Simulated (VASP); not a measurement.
# HC18 in VASP: single point with PBE+D3(BJ)

Aim: the single point of HC18 with PBE+D3(BJ).

Everything below comes from runs of VASP 6.6.1. Logs are shortened: lines on timing, memory, paths and dates and some standing lists are left out, and cuts for length are marked.

## 1. The cell of the first run

The cell holds a slab with vacuum, 19 atoms: a = 7.398 Å, b = 7.398 Å, c = 11.000 Å, α = 90.00°, β = 90.00°, γ = 120.00°.

## 2. Single point, PBE+D3(BJ), collinear spin

INCAR

```
SYSTEM = HC18
ALGO = Normal ; EDIFF = 1E-7
ENCUT = 520 ; GGA = PE
ISIF = 2 ; ISMEAR = -1
ISPIN = 2 ; IVDW = 12
LASPH = .TRUE. ; LCHARG = .TRUE.
LELF = .TRUE. ; LORBIT = 11
LREAL = Auto ; LVHAR = .TRUE.
LWAVE = .FALSE. ; MAGMOM = 0 0 0 0 0 0 0 0 0 0 0 0 0 0 0 0 0 0 1
NBANDS = 56 ; NELM = 150
PREC = Accurate ; SIGMA = 0.05
```

KPOINTS

```
k-points
0
G
  2 2 1
  0 0 0
```

POSCAR

```
HC18
1.0
    7.3980000000      0.0000000000      0.0000000000
   -3.6990000000      6.4068560000      0.0000000000
    0.0000000000      0.0000000000     11.0000000000
C H
18 1
Direct
    0.0017540437     -0.0027475847      0.1236155186
    0.2285498832      0.1106702701      0.0918047256
    0.0006291074      0.3300433857      0.0856172316
    0.2240727473      0.4419233336      0.0885287564
    0.0006359868      0.6634596536      0.0857828481
    0.2240748754      0.7749832866      0.0886284330
    0.3356075925     -0.0015942337      0.0857466529
    0.5575768259      0.1089429057      0.0804418209
    0.3356068519      0.3300020018      0.0857059138
    0.5575843920      0.4414809404      0.0805104490
    0.3350930201      0.6639527596      0.0881600014
    0.5571319611      0.7749843469      0.0885378376
    0.6689980944     -0.0015905400      0.0855999071
    0.8883058667      0.1107385252      0.0914622269
    0.6684252545      0.3306336164      0.0794398766
    0.8901172519      0.4414864905      0.0804484989
    0.6690615350      0.6634593683      0.0857206701
    0.8883899833      0.7705265402      0.0918621178
    0.0016478270      0.9978419339      0.2260230137
```

Potentials or basis: VASP PAW PBE potentials, release 64 (C, H).

Run with:

```
cat potpaw_PBE.64/C/POTCAR potpaw_PBE.64/H/POTCAR > POTCAR
mpirun -np 1 vasp_std > vasp.out
```

OUTCAR:

```text
SYSTEM = HC18
   EDIFF = 1E-7
   ENCUT = 520
   GGA = PE
   ISIF = 2
   ISMEAR = -1
   ISPIN = 2
   IVDW = 12
   LASPH = .TRUE.
   LORBIT = 11
   LREAL = Auto
   NELM = 150
   PREC = Accurate
 IVDW          = 12

 ion  position               nearest neighbor table
   1  0.002  0.997  0.124-  19 1.13  18 1.49   2 1.49  14 1.50
   2  0.229  0.111  0.092-   7 1.41   9 1.41   1 1.49
   3  0.001  0.330  0.086-  14 1.41  16 1.42   4 1.43
   4  0.224  0.442  0.089-  11 1.42   3 1.43   9 1.43
   5  0.001  0.663  0.086-  18 1.41  16 1.42   6 1.43
   6  0.224  0.775  0.089-  11 1.42   7 1.43   5 1.43
   7  0.336  0.998  0.086-   2 1.41   8 1.42   6 1.43
[... 9 lines left out ...]
  17  0.669  0.663  0.086-  18 1.41  10 1.42  12 1.43
  18  0.888  0.771  0.092-   5 1.41  17 1.41   1 1.49
  19  0.002  0.998  0.226-   1 1.13

  LATTYP: Found a hexagonal cell.
 ALAT       =     7.3980000000
 C/A-ratio  =     1.4868883482

  Lattice vectors:

 A1 = (   7.3980000000,   0.0000000000,   0.0000000000)
 A2 = (  -3.6990000000,   6.4068560000,   0.0000000000)
 A3 = (   0.0000000000,   0.0000000000,  11.0000000000)

Analysis of symmetry for initial positions (statically):
=====================================================================
 Subroutine PRICEL returns:
 Original cell was already a primitive cell.

 Routine SETGRP: Setting up the symmetry group for a
 hexagonal supercell.

 Subroutine GETGRP returns: Found  1 space group operations
 (whereof  1 operations were pure point group operations)
 out of a pool of 24 trial point group operations.

The static configuration has the point symmetry C_1 .

Analysis of symmetry for dynamics (positions and initial velocities):
=====================================================================
 Subroutine PRICEL returns:
 Original cell was already a primitive cell.

 Routine SETGRP: Setting up the symmetry group for a
 hexagonal supercell.

 Subroutine GETGRP returns: Found  1 space group operations
 (whereof  1 operations were pure point group operations)
 out of a pool of 24 trial point group operations.

The dynamic configuration has the point symmetry C_1 .

Analysis of structural, dynamic, and magnetic symmetry:
=====================================================================
 Subroutine PRICEL returns:
 Original cell was already a primitive cell.

 Routine SETGRP: Setting up the symmetry group for a
 hexagonal supercell.

 Subroutine GETGRP returns: Found  1 space group operations
 (whereof  1 operations were pure point group operations)
 out of a pool of 24 trial point group operations.

The overall configuration has the point symmetry C_1 .

 Subroutine INISYM returns: Found  1 space group operations
 (whereof  1 operations are pure point group operations),
 and found     1 'primitive' translations

----------------------------------------------------------------------------------------

                                     Primitive cell

  volume of cell :     521.3771

  direct lattice vectors                    reciprocal lattice vectors
     7.398000000  0.000000000  0.000000000     0.135171668  0.078041398  0.000000000
    -3.699000000  6.406856000  0.000000000     0.000000000  0.156082796  0.000000000
     0.000000000  0.000000000 11.000000000     0.000000000  0.000000000  0.090909091

  length of vectors
     7.398000000  7.398000054 11.000000000     0.156082797  0.156082796  0.090909091

  position of ions in fractional coordinates (direct lattice)
     0.001754044  0.997252415  0.123615519
     0.228549883  0.110670270  0.091804726
     0.000629107  0.330043386  0.085617232
     0.224072747  0.441923334  0.088528756
     0.000635987  0.663459654  0.085782848
     0.224074875  0.774983287  0.088628433
[... 11 lines left out ...]
     0.888389983  0.770526540  0.091862118
     0.001647827  0.997841934  0.226023014

  ion indices of the primitive-cell ions
   primitive index   ion index
                 1           1
[... 49 lines left out ...]
  0.000000  0.500000  0.000000      1.000000
  0.500000  0.500000  0.000000      1.000000
   k-points           NKPTS =      4   k-points in BZ     NKDIM =      4   number of bands    NBANDS=     56
   number of dos      NEDOS =    301   number of ions     NIONS =     19
   total plane-waves  NPLWV = 263424
   dimension x,y,z NGX =    56 NGY =   56 NGZ =   84
   dimension x,y,z NGXF=   112 NGYF=  112 NGZF=  168
   ions per type =              18   1
   NGX,Y,Z   is equivalent  to a cutoff of  12.58, 12.58, 12.70 a.u.
   NGXF,Y,Z  is equivalent  to a cutoff of  25.17, 25.17, 25.39 a.u.
 SYSTEM =  HC18
   PREC   = accura    normal or accurate (medium, high low for compatibility)
   ISTART =      0    job   : 0-new  1-cont  2-samecut
   ICHARG =      2    charge: 1-file 2-atom 10-const
   ISPIN  =      2    spin polarized calculation?
   LNONCOLLINEAR =      F non collinear calculations
   LSORBIT =      F    spin-orbit coupling
   LASPH  =      T    aspherical Exc in radial PAW
   ENCUT  =  520.0 eV  38.22 Ry    6.18 a.u.  13.76 13.76 20.45*2*pi/ulx,y,z
   NELM   =    150;   NELMIN=  2; NELMDL= -5     # of ELM steps
   EDIFF  = 0.1E-06   stopping-criterion for ELM
   LREAL  =      T    real-space projection
   EDIFFG = 0.1E-05   stopping-criterion for IOM
   NSW    =      0    number of steps for IOM
   IBRION =     -1    ionic relax: 0-MD 1-quasi-New 2-CG
   NFREE  =      0    steps in history (QN), initial steepest desc. (CG)
   ISIF   =      2    stress and relaxation
   ISYM   =      2    0-nonsym 1-usesym 2-fastsym
   POTIM  = 0.5000    time-step for ionic-motion
   TEBEG  =    0.0;   TEEND  =   0.0 temperature during run
   PSTRESS=    0.0 pullay stress
   NELECT =      73.0000    total number of electrons
   NUPDOWN=      -1.0000    fix difference up-down
   EMIN   =  10.00;   EMAX   =-10.00  energy-range for DOS
   EFERMI =   0.00;   METHOD = LEGACY
   ISMEAR =    -1;   SIGMA  =   0.05  broadening in eV -4-tet -1-fermi 0-gaus
   EFERMI_NEDOS =   21; number of points for ismear=-14 and -15
   IALGO  =     38    algorithm
   IMIX   =      4    mixing-type and parameters
     AMIX     =   0.40;   BMIX     =  1.00
     AMIX_MAG =   1.60;   BMIX_MAG =  1.00
  volume/ion in A,a.u.               =      27.44       185.18
  Fermi-wavevector in a.u.,A,eV,Ry     =   0.850090  1.606438  9.832301  0.722654
  Thomas-Fermi vector in A             =   1.966013
   LORBIT       =     11    0 simple, 1 ext, 2 COOP (PROOUT), +10 PAW based schemes
   GGA     = PE    functional components
   LHFCALC =     F    Hartree Fock is set to
   AEXX    =    0.0000 exact exchange contribution
   IVDW    =    12    specifies the selected vdW correction
   LEPSILON=     F    determine dielectric tensor
   LRPA    =     F    only Hartree local field effects (RPA)
 spin polarized calculation
  energy-cutoff  :      520.00
  volume of cell :      521.38
 maximum number of plane-waves:     14099
 NGX is ok and might be reduce to    56
   NGX = 27   NGY = 27   NGZ = 41

 number of electron      73.0000001 magnetization       1.0263488

 Free energy of the ion-electron system (eV)
  ---------------------------------------------------
  ext. energy  EPLUGINS =         0.00000000
  ---------------------------------------------------
  free energy    TOTEN  =      -167.78316951 eV

  energy without entropy =     -167.77370782  energy(sigma->0) =     -167.77843867

 E-fermi :  -1.3556     XC(G=0):  -3.9904

 val. band max:       -1.4911115112   @ k =   0.0000   0.0000   0.0000
 cond. band min:      -1.2340634985   @ k =   0.0000   0.0000   0.0000
 fundamental gap:      0.2570480126
 Fermi energy:        -1.3556328872

 spin component 1

 k-point     1 :       0.0000    0.0000    0.0000
  band No.  band energies     occupation
      1     -20.9285      1.00000
      2     -18.3923      1.00000
      3     -18.3825      1.00000
      4     -18.3820      1.00000
      5     -18.3467      1.00000
      6     -18.2836      1.00000
[... 193 lines left out ...]
     47       4.2056      0.00000
     48       4.3532      0.00000
 Fermi energy:        -1.3556328872

 spin component 2

 k-point     1 :       0.0000    0.0000    0.0000
  band No.  band energies     occupation
      1     -20.8598      1.00000
      2     -18.3306      1.00000
      3     -18.3301      1.00000
      4     -18.2973      1.00000
      5     -18.2638      1.00000
      6     -18.2234      1.00000
[... 193 lines left out ...]
     47       4.2727      0.00000
     48       4.4727      0.00000
 [bands above 48 left out]

------------------------ aborting loop because EDIFF is reached ----------------------------------------

 Edisp (eV)   -1.64641

 E8    (eV) :    -0.5080

  FORCE on cell =-STRESS in cart. coord.  units (eV):
  Direction    XX          YY          ZZ          XY          YZ          ZX
  --------------------------------------------------------------------------------------
  -------------------------------------------------------------------------------------
  Total       2.85050     2.84487    -0.12296    -0.00706    -0.00387    -0.00743
  in kB       8.75951     8.74220    -0.37786    -0.02171    -0.01190    -0.02282
  external pressure =        5.71 kB  Pullay stress =        0.00 kB

 VOLUME and BASIS-vectors are now :
 -----------------------------------------------------------------------------
  energy-cutoff  :      520.00
  volume of cell :      521.38
      direct lattice vectors                 reciprocal lattice vectors
     7.398000000  0.000000000  0.000000000     0.135171668  0.078041398  0.000000000
    -3.699000000  6.406856000  0.000000000     0.000000000  0.156082796  0.000000000
     0.000000000  0.000000000 11.000000000     0.000000000  0.000000000  0.090909091

 POSITION                                       TOTAL-FORCE (eV/Angst)
 -----------------------------------------------------------------------------------
     -3.67586      6.38925      1.35977        -0.038011      0.043812     -0.022307
      1.28144      0.70905      1.00985         0.032724      0.013523     -0.002449
     -1.21618      2.11454      0.94179         0.009667      0.009264     -0.003083
      0.02302      2.83134      0.97382         0.004211     -0.012070     -0.017698
     -2.44943      4.25069      0.94361         0.010557     -0.003755      0.001642
     -1.20896      4.96521      0.97491        -0.008579      0.004176     -0.024291
[... 11 lines left out ...]
      3.72213      4.93665      1.01048         0.002458     -0.044321     -0.004836
     -3.67883      6.39303      2.48625         0.002265     -0.008752      0.022143
 -----------------------------------------------------------------------------------
    total drift:                                0.008603      0.009321     -0.000564

  FREE ENERGIE OF THE ION-ELECTRON SYSTEM (eV)
  ---------------------------------------------------
  free  energy   TOTEN  =      -169.4295796281 eV

  energy  without entropy=     -169.4201179442  energy(sigma->0) =     -169.42484879

 total charge

# of ion       s       p       d       tot
------------------------------------------
    1        0.833   1.795   0.000   2.628
    2        0.862   1.772   0.000   2.634
    3        0.863   1.793   0.000   2.656
    4        0.860   1.780   0.000   2.639
    5        0.863   1.793   0.000   2.656
    6        0.860   1.780   0.000   2.639
[... 11 lines left out ...]
   18        0.862   1.772   0.000   2.635
   19        0.613   0.040   0.000   0.653
--------------------------------------------------
tot         16.108  32.196   0.000  48.305

 magnetization (x)

# of ion       s       p       d       tot
------------------------------------------
    1       -0.004  -0.012   0.000  -0.016
    2        0.009   0.122   0.000   0.130
    3       -0.005  -0.054   0.000  -0.059
    4        0.007   0.113   0.000   0.121
    5       -0.005  -0.054   0.000  -0.059
    6        0.007   0.113   0.000   0.121
[... 11 lines left out ...]
   18        0.009   0.121   0.000   0.130
   19        0.048  -0.001   0.000   0.048
--------------------------------------------------
tot          0.067   0.474   0.000   0.542
```

It took 14 min on 1 thread of Oxide Virtual Turin-like, shared host; peak memory 0.76 GiB.

Results:

- Free energy: -169.4296 eV
- Largest force: 0.062 eV/Å
- Band gap on the k mesh: 0.26 eV
- Net moment: 1.03 μB per cell
- Site moments: C -0.02, +0.13, -0.06, +0.12, +0.06, -0.04, -0.03 (each value once); H +0.05 μB
- Valence electrons inside the program's atomic spheres: C 2.63, 2.66, 2.64, 2.65 (each value once); H 0.65
- Dispersion energy per atom: -0.087 eV

Forces on the atoms (eV/Å):
```
C   -0.038  0.044 -0.022
C    0.033  0.014 -0.002
C    0.010  0.009 -0.003
C    0.004 -0.012 -0.018
C    0.011 -0.004  0.002
C   -0.009  0.004 -0.024
C    0.001 -0.005  0.002
C   -0.003  0.005  0.005
C   -0.009  0.018  0.005
C    0.003  0.001  0.004
C    0.001  0.000  0.031
C    0.009 -0.003 -0.022
C   -0.005  0.000  0.001
C    0.016 -0.011  0.031
C    0.004 -0.002 -0.022
C   -0.011  0.001  0.011
C   -0.020 -0.008  0.005
C    0.002 -0.044 -0.005
H    0.002 -0.009  0.022
```

Caveat: the k points lie up to 0.49 Å⁻¹ apart; a moment this small can come from the mesh or the smearing; there is no dipole correction, which matters where the two faces differ.
